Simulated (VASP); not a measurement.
Input of a VASP 6.6.1 run:

INCAR

```
  PREC = Accurate
  ENCUT = 520
  EDIFF = 1E-6
  ISMEAR = 0
  SIGMA = 0.05
  LREAL = F
  LASPH = T
  NELM = 100
  ALGO = Normal
  ISIF = 2
  LWAVE = F
  LCHARG = T
  GGA = PE
  LELF = T
  LVHAR = T
  NBANDS = 15
```

File KPOINTS:

```
Automatic mesh
0
Gamma
  10 10 10
```

The input POSCAR:

```
KF
1.0
    3.2589550000      0.0000000000      0.0000000000
    0.0000000000      3.2589550000      0.0000000000
    0.0000000000      0.0000000000      3.2589550000
K F
1 1
Direct
    0.0000000000      0.0000000000      0.0000000000
    0.5153423413      0.5000000000      0.5000000000
```

Potentials or basis: VASP PAW PBE potentials, release 64 (K_sv, F).

Launch:

```bash
$ cat potpaw_PBE.64/K_sv/POTCAR potpaw_PBE.64/F/POTCAR > POTCAR
$ mpirun -np 1 vasp_std > vasp.out
```

Question: Estimate the pressure.

Answer: 0.0 GPa.

Question: Predict the largest force.

Answer: 0.039 eV/Å.

Forces in eV/Å, atoms in the order of the input:
```
K    0.039  0.000  0.000
F   -0.039  0.000  0.000
```
